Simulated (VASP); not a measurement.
Here is a VASP 6.6.1 calculation.

INCAR

```
SYSTEM = Sb
ALGO = Normal
EDIFF = 1E-6
ENCUT = 520
GGA = PS
ISIF = 2
ISMEAR = 0
LASPH = .True.
LCHARG = .True.
LELF = .True.
LREAL = .False.
LVHAR = .True.
LWAVE = .False.
NBANDS = 8
NELM = 80
PREC = Accurate
SIGMA = 0.15
```

KPOINTS

```
k-points
0
Gamma
  16 16 16
  0 0 0
```

POSCAR

```
Sb
1.0
    3.1600000000      0.0000000000      0.0000000000
    0.0000000000      3.0652000000      0.0000000000
    0.0000000000      0.0000000000      3.1600000000
Sb
1
Direct
    0.0000000000      0.0000000000      0.0000000000
```

Potentials or basis: VASP PAW PBE potentials, release 64 (Sb).

The run is started by

```sh
$ cat potpaw_PBE.64/Sb/POTCAR > POTCAR
$ mpirun -np 1 vasp_std > vasp.out
```

Q: What does it give for the pressure?

A: -3.4 GPa.

Stress tensor (GPa, compression positive):
```
-4.30  0.00  0.00
 0.00 -1.65  0.00
 0.00  0.00 -4.30
```

Caveat: the cell differs from its parent crystal (strain -0.0300 x Voigt [0, 1, 0, 0, 0, 0]); the PAW data sets were made with another functional, which shifts forces and pressure a little.
